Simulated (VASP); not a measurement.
# CdI2: single point with r2SCAN

CdI2:

```
Cd I
1.0
     4.29102    0.00000    0.00000
    -2.14551    3.71613    0.00000
     0.00000    0.00000    7.17619
Cd I
1 2
Cartesian
  0.0000 0.0000 0.0000
  0.0000 2.4774 1.7132
  2.1455 1.2387 5.4630
```

```json
{
 "Program": "VASP 6.6.1",
 "Task": "single point",
 "Functional": "r2SCAN",
 "Potentials or basis": "VASP PAW PBE potentials, release 64 (Cd, I)",
 "Cutoff": "550 eV",
 "k mesh": "6 × 6 × 4",
 "Occupations": "gaussian, width 0.02 eV",
 "Spin": "no spin polarisation"
}
```

```
Pressure               : 0.1 GPa
Largest force          : 0.023 eV/Å
Band gap on the k mesh : 2.84 eV (least direct gap 3.12 eV)
```

Forces in eV/Å, atoms in the order of the input:
```
Cd   0.000  0.000  0.000
I    0.000  0.000  0.023
I    0.000  0.000 -0.023
```

Levels at points of the mesh, in eV from the valence-band top:
```csv
k point,band 10,band 11,band 12,band 13,band 14,band 15,band 16,band 17
"(0.00, 0.00, 0.00)",-0.28,-0.22,-0.09,-0.09,3.05,5.10,6.87,6.87
"(0.50, 0.00, 0.00)",-1.74,-1.41,-0.54,-0.13,3.03,5.65,6.58,7.22
"(0.00, 0.00, 0.50)",-0.35,-0.35,-0.01,-0.01,3.93,5.13,6.73,6.73
"(0.50, 0.00, 0.50)",-1.28,-1.19,-0.43,-0.32,2.84,5.57,6.49,7.07
```

Run time: 2 min on 1 thread of Intel(R) Xeon(R) 6975P-C (Granite Rapids), with other jobs on the host, peak memory 0.31 GiB.

Caveat: the PAW data sets were made with another functional, which shifts forces and pressure a little; spin-orbit coupling is left out, which moves the levels of the heavy elements. A k mesh can miss the band edges.
